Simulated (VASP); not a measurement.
# TiC (Fm-3m) in VASP: notebook, part 2 of 2

VASP 6.6.1. Earlier steps stand in the parts before.

**3. Phonons, r2SCAN (10.33 Å³/atom)**

This run uses another cell than the first one, of 10.33 Å³/atom.

Contents of INCAR:

```
  ALGO = Normal
  EDIFF = 1E-8
  ENCUT = 520
  IBRION = 6
  ISIF = 2
  ISMEAR = -1
  LASPH = T
  LCHARG = F
  LMIXTAU = T
  LREAL = F
  LWAVE = F
  METAGGA = R2SCAN
  NELM = 60
  NFREE = 2
  NSW = 1
  POTIM = 0.015
  PREC = Accurate
  SIGMA = 0.08
```

Contents of KPOINTS:

```
k-points
0
Gamma
  14 14 14
```

Contents of POSCAR:

```
TiC
1.0
    0.0000000000      2.1782178295      2.1782178295
    2.1782178295      0.0000000000      2.1782178295
    2.1782178295      2.1782178295      0.0000000000
Ti C
1 1
Direct
    0.0000000000      0.0000000000      0.0000000000
    0.5000000000      0.5000000000      0.5000000000
```

Potentials or basis: VASP PAW PBE potentials, release 64 (Ti_sv, C).

Run with:

```console
> cat potpaw_PBE.64/Ti_sv/POTCAR potpaw_PBE.64/C/POTCAR > POTCAR
> mpirun -np 1 vasp_std > vasp.out
```

OUTCAR:

```text
EDIFF = 1E-8
   ENCUT = 520
   IBRION = 6
   ISIF = 2
   ISMEAR = -1
   LASPH = T
   LREAL = F
   METAGGA = R2SCAN
   NELM = 60
   NFREE = 2
   NSW = 1
   POTIM = 0.015
   PREC = Accurate

 ion  position               nearest neighbor table
   1  0.000  0.000  0.000-   2 2.18   2 2.18   2 2.18   2 2.18   2 2.18   2 2.18
   2  0.500  0.500  0.500-   1 2.18   1 2.18   1 2.18   1 2.18   1 2.18   1 2.18

  LATTYP: Found a face centered cubic cell.
 ALAT       =     4.3564356590

  Lattice vectors:

 A1 = (   0.0000000000,   2.1782178295,   2.1782178295)
 A2 = (   2.1782178295,   0.0000000000,   2.1782178295)
 A3 = (   2.1782178295,   2.1782178295,   0.0000000000)

Analysis of symmetry for initial positions (statically):
=====================================================================
 Subroutine PRICEL returns:
 Original cell was already a primitive cell.

 Routine SETGRP: Setting up the symmetry group for a
 face centered cubic supercell.

 Subroutine GETGRP returns: Found 48 space group operations
 (whereof 48 operations were pure point group operations)
 out of a pool of 48 trial point group operations.

The static configuration has the point symmetry O_h .

Analysis of symmetry for dynamics (positions and initial velocities):
=====================================================================
 Subroutine PRICEL returns:
 Original cell was already a primitive cell.

 Routine SETGRP: Setting up the symmetry group for a
 face centered cubic supercell.

 Subroutine GETGRP returns: Found 48 space group operations
 (whereof 48 operations were pure point group operations)
 out of a pool of 48 trial point group operations.

The dynamic configuration has the point symmetry O_h .

 Subroutine INISYM returns: Found 48 space group operations
 (whereof 48 operations are pure point group operations),
 and found     1 'primitive' translations

----------------------------------------------------------------------------------------

                                     Primitive cell

  volume of cell :      20.6697

  direct lattice vectors                    reciprocal lattice vectors
     0.000000000  2.178217829  2.178217829    -0.229545454  0.229545454  0.229545454
     2.178217829  0.000000000  2.178217829     0.229545454 -0.229545454  0.229545454
     2.178217829  2.178217829  0.000000000     0.229545454  0.229545454 -0.229545454

  length of vectors
     3.080465196  3.080465196  3.080465196     0.397584389  0.397584389  0.397584389

  position of ions in fractional coordinates (direct lattice)
     0.000000000  0.000000000  0.000000000
     0.500000000  0.500000000  0.500000000
[... 111 lines left out ...]
  volume of cell :       20.67
 maximum number of plane-waves:       568
   NGX = 11   NGY = 11   NGZ = 11

--------------------------------------- Ionic step        1  -------------------------------------------

 number of electron      15.9999997 magnetization

 Free energy of the ion-electron system (eV)
  ---------------------------------------------------
  ext. energy  EPLUGINS =         0.00000000
  ---------------------------------------------------
  free energy    TOTEN  =       -24.86785251 eV

  energy without entropy =      -24.86226565  energy(sigma->0) =      -24.86505908

------------------------ aborting loop because EDIFF is reached ----------------------------------------

  FORCE on cell =-STRESS in cart. coord.  units (eV):
  Direction    XX          YY          ZZ          XY          YZ          ZX
  --------------------------------------------------------------------------------------
  -------------------------------------------------------------------------------------
  Total       -0.5257855     -0.5257855     -0.5257855     -0.0000000      0.0000000     -0.0000000
  in kB      -40.7554081    -40.7554081    -40.7554081     -0.0000000      0.0000000     -0.0000000
  external PRESSURE =     -40.7554081 kB  Pullay stress =       0.0000000 kB
[... 131 lines left out ...]
--------------------------------------- Ionic step        5  -------------------------------------------

 number of electron      15.9999997 magnetization

 Free energy of the ion-electron system (eV)
  ---------------------------------------------------
  ext. energy  EPLUGINS =         0.00000000
  ---------------------------------------------------
  free energy    TOTEN  =       -24.86686035 eV

  energy without entropy =      -24.86125892  energy(sigma->0) =      -24.86405964

 E-fermi :   9.2791     XC(G=0): -13.4886

 val. band max:        9.2038154776   @ k =   0.1429   0.1429   0.0000
 cond. band min:       9.3180151190   @ k =   0.0000   0.4286   0.3571
 fundamental gap:      0.1141996414
 Fermi energy:         9.2791317056

 k-point     1 :       0.0000    0.0000    0.0000
  band No.  band energies     occupation
      1     -49.7447      2.00000
      2     -24.7309      2.00000
      3     -24.7309      2.00000
      4     -24.7308      2.00000
      5      -3.8364      2.00000
      6      10.1315      0.00005
      7      10.1316      0.00005
      8      10.1432      0.00004
      9      10.8116      0.00000
     10      10.9429      0.00000
     11      10.9429      0.00000
     12      10.9654      0.00000
[... 331 lines left out ...]
 k-point    24 :       0.2857    0.1429    0.0000
  band No.  band energies     occupation
      1     -49.7034      2.00000
      2     -24.9670      2.00000
      3     -24.7888      2.00000
      4     -24.7802      2.00000
      5      -2.3910      2.00000
      6       5.9354      2.00000
      7       7.5937      2.00000
      8       8.0923      2.00000
      9      10.2398      0.00001
     10      11.6583      0.00000
     11      12.8331      0.00000
     12      13.9066      0.00000

 [... further k-points ...]

------------------------ aborting loop because EDIFF is reached ----------------------------------------

  FORCE on cell =-STRESS in cart. coord.  units (eV):
  Direction    XX          YY          ZZ          XY          YZ          ZX
  --------------------------------------------------------------------------------------
  -------------------------------------------------------------------------------------
  Total       -0.5177030     -0.5249772     -0.5249772     -0.0000000      0.0000000     -0.0000000
  in kB      -40.1289104    -40.6927523    -40.6927523     -0.0000000      0.0000000     -0.0000000
  external PRESSURE =     -40.5048050 kB  Pullay stress =       0.0000000 kB
[... 17 lines left out ...]
  FREE ENERGIE OF THE ION-ELECTRON SYSTEM (eV)
  ---------------------------------------------------
  free  energy   TOTEN  =       -24.8668603548 eV

  energy  without entropy=      -24.8612589218  energy(sigma->0) =      -24.86405964

 INTERNAL STRAIN TENSORS FROM DISPLACED ATOMS
 ============================================

 INTERNAL STRAIN TENSOR FOR ION    1 for displacements in x,y,z  (eV/Angst):
          X           Y           Z          XY          YZ          ZX
  --------------------------------------------------------------------------------
  x     0.00000     0.00000     0.00000     0.00000     0.00000     0.00000
  y     0.00000     0.00000     0.00000     0.00000     0.00000     0.00000
  z     0.00000     0.00000     0.00000     0.00000     0.00000     0.00000

 INTERNAL STRAIN TENSOR FOR ION    2 for displacements in x,y,z  (eV/Angst):
          X           Y           Z          XY          YZ          ZX
  --------------------------------------------------------------------------------
  x     0.00000     0.00000     0.00000     0.00000     0.00000     0.00000
  y     0.00000     0.00000     0.00000     0.00000     0.00000     0.00000
  z     0.00000     0.00000     0.00000     0.00000     0.00000     0.00000

 Eigenvectors and eigenvalues of the dynamical matrix
 ----------------------------------------------------

   1 f  =   14.948738 THz    93.925690 2PiTHz  498.636223 cm-1    61.822985 meV
             X         Y         Z           dx          dy          dz
      0.000000  0.000000  0.000000     0.000000    0.000000   -0.446838
      2.178218  2.178218  2.178218     0.000000   -0.000000    0.894615
[... 21 lines left out ...]
   6 f/i=    0.016508 THz     0.103726 2PiTHz    0.550662 cm-1     0.068273 meV
             X         Y         Z           dx          dy          dz
      0.000000  0.000000  0.000000     0.894615    0.000396    0.000079
      2.178218  2.178218  2.178218     0.446838    0.000198    0.000039

 ELASTIC MODULI CONTR FROM IONIC RELAXATION (kBar)
 Direction    XX          YY          ZZ          XY          YZ          ZX
 --------------------------------------------------------------------------------
 XX           0.0000      0.0000      0.0000      0.0000      0.0000      0.0000
 YY           0.0000      0.0000      0.0000      0.0000      0.0000      0.0000
 ZZ           0.0000      0.0000      0.0000      0.0000      0.0000      0.0000
 XY           0.0000      0.0000      0.0000      0.0000      0.0000      0.0000
 YZ           0.0000      0.0000      0.0000      0.0000      0.0000      0.0000
 ZX           0.0000      0.0000      0.0000      0.0000      0.0000      0.0000
 --------------------------------------------------------------------------------
```

Run time: 11 min. Hardware: 1 thread of Intel Xeon 8259CL, shared host; peak memory 0.25 GiB.

What came out:

| Quantity | Value |
| --- | --- |
| Highest phonon frequency at Γ | 499 cm⁻¹ |

Phonon frequencies in cm⁻¹ (negative: imaginary):
| q point | frequencies |
| --- | --- |
| (0.000, 0.000, 0.000) | -1 -1 -1 499 499 499 |

Caveat: the cell stands under pressure or tension, which shifts response properties; the PAW data sets were made with another functional, which shifts forces and pressure a little.
